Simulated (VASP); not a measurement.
# Al (Fm-3m) in VASP: further runs, part 3 of 3

VASP 6.6.1.

## 5. Relaxation of cell and atoms, r2SCAN

This run uses another cell than the first one, of 16.60 Å³/atom, 1.043 times its volume.

POSCAR

```
Al
1.0
    0.0000000000      2.0247900000      2.0247900000
    2.0247900000      0.0000000000      2.0247900000
    2.0247900000      2.0247900000      0.0000000000
Al
1
Direct
    0.0000000000      0.0000000000      0.0000000000
```

INCAR.step1

```
ALGO = Normal ; EDIFF = 1E-4
ENCUT = 600 ; GGA = PE
ISMEAR = -1 ; LASPH = T
LCHARG = F ; LREAL = F
LWAVE = T ; NELM = 100
PREC = Accurate ; SIGMA = 0.05
```

INCAR.step2

```
ALGO = Normal ; EDIFF = 1E-7
EDIFFG = -0.01 ; ENCUT = 600
IBRION = 2 ; ISIF = 3
ISMEAR = -1 ; ISTART = 1
LASPH = T ; LCHARG = F
LMIXTAU = T ; LREAL = F
LWAVE = F ; METAGGA = R2SCAN
NELM = 100 ; NSW = 80
PREC = Accurate ; SIGMA = 0.05
```

KPOINTS

```
k-points
0
Gamma
  16 16 16
```

Potentials or basis: VASP PAW PBE potentials, release 64 (Al).

On the command line:

```bash
cat potpaw_PBE.64/Al/POTCAR > POTCAR
cp INCAR.step1 INCAR
mpirun -np 1 vasp_std > vasp.out
cp INCAR.step2 INCAR
mpirun -np 1 vasp_std > vasp.out
```

OUTCAR:

```text
EDIFF = 1E-7
   EDIFFG = -0.01
   ENCUT = 600
   IBRION = 2
   ISIF = 3
   ISMEAR = -1
   ISTART = 1
   LASPH = T
   LREAL = F
   METAGGA = R2SCAN
   NELM = 100
   NSW = 80
   PREC = Accurate

 ion  position               nearest neighbor table
   1  0.000  0.000  0.000-

  LATTYP: Found a face centered cubic cell.
 ALAT       =     4.0495800000

  Lattice vectors:

 A1 = (   0.0000000000,   2.0247900000,   2.0247900000)
 A2 = (   2.0247900000,   0.0000000000,   2.0247900000)
 A3 = (   2.0247900000,   2.0247900000,   0.0000000000)

Analysis of symmetry for initial positions (statically):
=====================================================================
 Subroutine PRICEL returns:
 Original cell was already a primitive cell.

 Routine SETGRP: Setting up the symmetry group for a
 face centered cubic supercell.

 Subroutine GETGRP returns: Found 48 space group operations
 (whereof 48 operations were pure point group operations)
 out of a pool of 48 trial point group operations.

The static configuration has the point symmetry O_h .

Analysis of symmetry for dynamics (positions and initial velocities):
=====================================================================
 Subroutine PRICEL returns:
 Original cell was already a primitive cell.

 Routine SETGRP: Setting up the symmetry group for a
 face centered cubic supercell.

 Subroutine GETGRP returns: Found 48 space group operations
 (whereof 48 operations were pure point group operations)
 out of a pool of 48 trial point group operations.

The dynamic configuration has the point symmetry O_h .

 Subroutine INISYM returns: Found 48 space group operations
 (whereof 48 operations are pure point group operations),
 and found     1 'primitive' translations

----------------------------------------------------------------------------------------

                                     Primitive cell

  volume of cell :      16.6024

  direct lattice vectors                    reciprocal lattice vectors
     0.000000000  2.024790000  2.024790000    -0.246939189  0.246939189  0.246939189
     2.024790000  0.000000000  2.024790000     0.246939189 -0.246939189  0.246939189
     2.024790000  2.024790000  0.000000000     0.246939189  0.246939189 -0.246939189

  length of vectors
     2.863485479  2.863485479  2.863485479     0.427711221  0.427711221  0.427711221

  position of ions in fractional coordinates (direct lattice)
     0.000000000  0.000000000  0.000000000

  ion indices of the primitive-cell ions
   primitive index   ion index
                 1           1

----------------------------------------------------------------------------------------

 KPOINTS: k-points

Automatic generation of k-mesh.
 Grid dimensions read from file:
 generate k-points for:   16   16   16

 Generating k-lattice:

  Cartesian coordinates                     Fractional coordinates (reciprocal lattice)
    -0.015433699  0.015433699  0.015433699     0.062500000  0.000000000  0.000000000
[... 38 lines left out ...]
 -0.125000  0.062500  0.000000     24.000000
 -0.062500  0.062500  0.000000     12.000000
 [... further k-points ...]
   k-points           NKPTS =    145   k-points in BZ     NKDIM =    145   number of bands    NBANDS=      5
   number of dos      NEDOS =    301   number of ions     NIONS =      1
   total plane-waves  NPLWV =  13824
   dimension x,y,z NGX =    24 NGY =   24 NGZ =   24
   dimension x,y,z NGXF=    48 NGYF=   48 NGZF=   48
   ions per type =               1
   NGX,Y,Z   is equivalent  to a cutoff of  13.93, 13.93, 13.93 a.u.
   NGXF,Y,Z  is equivalent  to a cutoff of  27.87, 27.87, 27.87 a.u.
 SYSTEM =  unknown system
   PREC   = accura    normal or accurate (medium, high low for compatibility)
   ISTART =      1    job   : 0-new  1-cont  2-samecut
   ICHARG =      0    charge: 1-file 2-atom 10-const
   ISPIN  =      1    spin polarized calculation?
   LNONCOLLINEAR =      F non collinear calculations
   LSORBIT =      F    spin-orbit coupling
   LASPH  =      T    aspherical Exc in radial PAW
   ENCUT  =  600.0 eV  44.10 Ry    6.64 a.u.   5.72  5.72  5.72*2*pi/ulx,y,z
   NELM   =    100;   NELMIN=  2; NELMDL=  0     # of ELM steps
   EDIFF  = 0.1E-06   stopping-criterion for ELM
   LREAL  =      F    real-space projection
   EDIFFG = -.1E-01   stopping-criterion for IOM
   NSW    =     80    number of steps for IOM
   IBRION =      2    ionic relax: 0-MD 1-quasi-New 2-CG
   NFREE  =      1    steps in history (QN), initial steepest desc. (CG)
   ISIF   =      3    stress and relaxation
   ISYM   =      2    0-nonsym 1-usesym 2-fastsym
   POTIM  = 0.5000    time-step for ionic-motion
   TEBEG  =    0.0;   TEEND  =   0.0 temperature during run
   PSTRESS=    0.0 pullay stress
   NELECT =       3.0000    total number of electrons
   NUPDOWN=      -1.0000    fix difference up-down
   EMIN   =  10.00;   EMAX   =-10.00  energy-range for DOS
   EFERMI =   0.00;   METHOD = LEGACY
   ISMEAR =    -1;   SIGMA  =   0.05  broadening in eV -4-tet -1-fermi 0-gaus
   EFERMI_NEDOS =   21; number of points for ismear=-14 and -15
   IALGO  =     38    algorithm
   IMIX   =      4    mixing-type and parameters
     AMIX     =   0.40;   BMIX     =  1.00
     AMIX_MAG =   1.60;   BMIX_MAG =  1.00
  volume/ion in A,a.u.               =      16.60       112.04
  Fermi-wavevector in a.u.,A,eV,Ry     =   0.925533  1.749004 11.654906  0.856611
  Thomas-Fermi vector in A             =   2.051398
   LORBIT       =      0    0 simple, 1 ext, 2 COOP (PROOUT), +10 PAW based schemes
   METAGGA = R2SCAN    functional components
   LHFCALC =     F    Hartree Fock is set to
   AEXX    =    0.0000 exact exchange contribution
   IVDW    =     0    specifies the selected vdW correction
   LEPSILON=     F    determine dielectric tensor
   LRPA    =     F    only Hartree local field effects (RPA)
 conjugate gradient relaxation of ions
 non-spin polarized calculation
  energy-cutoff  :      600.00
  volume of cell :       16.60
 maximum number of plane-waves:       568
   NGX = 11   NGY = 11   NGZ = 11

--------------------------------------- Ionic step        1  -------------------------------------------

 number of electron       3.0000000 magnetization

 Free energy of the ion-electron system (eV)
  ---------------------------------------------------
  ext. energy  EPLUGINS =         0.00000000
  ---------------------------------------------------
  free energy    TOTEN  =        -6.73555779 eV

  energy without entropy =       -6.73333742  energy(sigma->0) =       -6.73444760

------------------------ aborting loop because EDIFF is reached ----------------------------------------

  FORCE on cell =-STRESS in cart. coord.  units (eV):
  Direction    XX          YY          ZZ          XY          YZ          ZX
  --------------------------------------------------------------------------------------
  -------------------------------------------------------------------------------------
  Total       -0.3923481     -0.3923481     -0.3923481     -0.0000000      0.0000000     -0.0000000
  in kB      -37.8627531    -37.8627531    -37.8627531     -0.0000000      0.0000000     -0.0000000
  external PRESSURE =     -37.8627531 kB  Pullay stress =       0.0000000 kB
[... 57 lines left out ...]
--------------------------------------- Ionic step        3  -------------------------------------------

 number of electron       3.0000000 magnetization

 Free energy of the ion-electron system (eV)
  ---------------------------------------------------
  ext. energy  EPLUGINS =         0.00000000
  ---------------------------------------------------
  free energy    TOTEN  =        -6.74467928 eV

  energy without entropy =       -6.74246632  energy(sigma->0) =       -6.74357280

 E-fermi :   8.4665     XC(G=0): -11.0532

 val. band max:        8.4440096942   @ k =  -0.3125   0.4375   0.1250
 cond. band min:       8.5673892273   @ k =   0.5000   0.2500   0.1250
 fundamental gap:      0.1233795331
 Fermi energy:         8.4665100418

 k-point     1 :       0.0000    0.0000    0.0000
  band No.  band energies     occupation
      1      -3.6890      2.00000
      2      21.9769      0.00000
      3      21.9769      0.00000
      4      21.9769      0.00000
      5      24.1990      0.00000
[... 177 lines left out ...]
 k-point    24 :      -0.0625    0.0625    0.0000
  band No.  band energies     occupation
      1      -3.3805      2.00000
      2      18.9729      0.00000
      3      19.9125      0.00000
      4      22.2770      0.00000
      5      24.4093      0.00000

 [... further k-points ...]

------------------------ aborting loop because EDIFF is reached ----------------------------------------

  FORCE on cell =-STRESS in cart. coord.  units (eV):
  Direction    XX          YY          ZZ          XY          YZ          ZX
  --------------------------------------------------------------------------------------
  -------------------------------------------------------------------------------------
  Total        0.0035206      0.0035206      0.0035206     -0.0000000     -0.0000000      0.0000000
  in kB        0.3554977      0.3554977      0.3554977     -0.0000000     -0.0000000      0.0000000
  external PRESSURE =       0.3554977 kB  Pullay stress =       0.0000000 kB
[... 16 lines left out ...]
  FREE ENERGIE OF THE ION-ELECTRON SYSTEM (eV)
  ---------------------------------------------------
  free  energy   TOTEN  =        -6.7446792759 eV

  energy  without entropy=       -6.7424663202  energy(sigma->0) =       -6.74357280

 reached required accuracy - stopping structural energy minimisation
```

OUTCAR.step1:

```text
EDIFF = 1E-4
   ENCUT = 600
   GGA = PE
   ISMEAR = -1
   LASPH = T
   LREAL = F
[... 405 lines left out ...]

 POSITION                                       TOTAL-FORCE (eV/Angst)
 -----------------------------------------------------------------------------------
      0.00000      0.00000      0.00000         0.000000      0.000000      0.000000
 -----------------------------------------------------------------------------------
    total drift:                                0.000000     -0.000000     -0.000000

  FREE ENERGIE OF THE ION-ELECTRON SYSTEM (eV)
  ---------------------------------------------------
  free  energy   TOTEN  =        -3.7524865336 eV

  energy  without entropy=       -3.7501123859  energy(sigma->0) =       -3.75129946
```

Run time: 77 s. Hardware: 1 thread of Intel Xeon 6975P-C, shared host; peak memory 0.15 GiB.

What came out:

| Property | Result |
| --- | --- |
| Free energy | -6.7447 eV |
| Relaxed volume | 15.87 Å³/atom |
| Relaxed cell | a = 2.821 Å, b = 2.821 Å, c = 2.821 Å, α = 60.00°, β = 60.00°, γ = 60.00° |
| Space group after relaxing (to 0.05 Å) | Fm-3m (No. 225) |
| Energy gained by relaxing | 9.1 meV/atom |
| Ionic steps | 3 |
| Pressure after relaxing | 0.0 GPa |

The path:
| step | energy change (eV) | largest force (eV/Å) | pressure (GPa) | volume (Å³) |
| --- | --- | --- | --- | --- |
| 1 | 0.0000 | 0.0000 | -3.79 | 16.60 |
| 2 | -0.0084 | 0.0000 | 1.19 | 15.68 |
| 3 | -0.0091 | 0.0000 | 0.04 | 15.87 |

Final structure:
```
Al
1.0
     0.00000    1.99443    1.99443
     1.99443    0.00000    1.99443
     1.99443    1.99443    0.00000
Al
1
Direct
  0.00000 0.00000 0.00000
```

Caveat: the PAW data sets were made with another functional, which shifts forces and pressure a little.

## 6. Single point, HSE06

This run uses another cell than the first one, of 16.48 Å³/atom, 1.036 times its volume.

POSCAR

```
Al
1.0
    0.0000000000      2.0199310410      2.0199310410
    2.0199310410      0.0000000000      2.0199310410
    2.0199310410      2.0199310410      0.0000000000
Al
1
Direct
    0.0000000000      0.0000000000      0.0000000000
```

INCAR.step1

```
ALGO     = Normal         # electronic algorithm
EDIFF    = 1E-5           # SCF threshold, eV
ENCUT    = 520            # plane-wave cutoff, eV
GGA      = PE             # functional
ISIF     = 2              # what is computed and relaxed
ISMEAR   = -1             # smearing method
LASPH    = T              # aspherical terms in the spheres
LCHARG   = F              # write CHGCAR
LREAL    = F              # projectors in reciprocal space
LWAVE    = T              # write WAVECAR
NBANDS   = 8              # bands
NELM     = 80             # most SCF steps
PREC     = Accurate       # precision mode
SIGMA    = 0.05           # smearing width, eV
```

INCAR.step2

```
ALGO     = Normal         # electronic algorithm
EDIFF    = 1E-6           # SCF threshold, eV
ENCUT    = 520            # plane-wave cutoff, eV
GGA      = PE             # functional
HFSCREEN = 0.2079         # screening, 1/A
ISIF     = 2              # what is computed and relaxed
ISMEAR   = -1             # smearing method
ISTART   = 1            
LASPH    = T              # aspherical terms in the spheres
LCHARG   = F              # write CHGCAR
LHFCALC  = T              # exact exchange
LREAL    = F              # projectors in reciprocal space
LWAVE    = F              # write WAVECAR
NBANDS   = 8              # bands
NELM     = 80             # most SCF steps
PREC     = Accurate       # precision mode
PRECFOCK = Normal       
SIGMA    = 0.05           # smearing width, eV
```

KPOINTS

```
k-points
0
Gamma
  9 9 9
```

Potentials or basis: VASP PAW PBE potentials, release 64 (Al).

On the command line:

```bash
cat potpaw_PBE.64/Al/POTCAR > POTCAR
cp INCAR.step1 INCAR
mpirun -np 1 vasp_std > vasp.out
cp INCAR.step2 INCAR
mpirun -np 1 vasp_std > vasp.out
```

Run time: 5.8 min. Hardware: 1 thread of Intel Xeon 6975P-C, shared host; peak memory 0.25 GiB.

The run converged. Its results:

```
Free energy : -4.0711 eV
Pressure    : -0.5 GPa
```

Levels at points of the mesh, in eV from the Fermi level:
| k point | band 1 | band 2 | band 3 | band 4 | band 5 | band 6 |
| --- | --- | --- | --- | --- | --- | --- |
| (0.00, 0.00, 0.00) | -12.69 | 13.72 | 13.72 | 13.72 | 15.25 | 15.25 |

Caveat: the PAW data sets were made with another functional, which shifts forces and pressure a little.

## 7. The runs side by side

| task | level | potentials or basis | cell | k mesh | cutoff (eV) | grid for exact exchange (PRECFOCK) | screening parameter | gap on the mesh (eV) | pressure (GPa) | relaxed volume (Å³/atom) |
| --- | --- | --- | --- | --- | --- | --- | --- | --- | --- | --- |
| single point | r2SCAN | VASP PAW PBE potentials, release 64 (Al) | a = 2.823 Å, angles 60.0°, 1 atom | 16 × 16 × 16 | 520 | - | - | none | -0.2 | - |
| relaxation of cell and atoms | PBE | VASP PAW PBE potentials, release 64 (Al) | relaxed from a = 2.863 Å, angles 60.0°, 1 atom | 16 × 16 × 16 | 600 | - | - | none | 0.1 | 16.46 |
| relaxation of cell and atoms | LDA | VASP PAW LDA potentials, release 64 (Al) | relaxed from a = 2.863 Å, angles 60.0°, 1 atom | 16 × 16 × 16 | 600 | - | - | none | 0.0 | 15.81 |
| relaxation of cell and atoms | r2SCAN | VASP PAW PBE potentials, release 64 (Al) | relaxed from a = 2.863 Å, angles 60.0°, 1 atom | 16 × 16 × 16 | 600 | - | - | none | 0.0 | 15.87 |
| single point | HSE06 | VASP PAW PBE potentials, release 64 (Al) | a = 2.857 Å, angles 60.0°, 1 atom | 9 × 9 × 9 | 520 | Normal | 0.2079 1/Å | none | -0.5 | - |

Alike in all rows: no spin polarisation; smearing fermi-dirac 0.05 eV.

Caveats: the PAW data sets were made with another functional, which shifts forces and pressure a little (some runs).

Absolute energies hang on the potentials; compare differences alone.
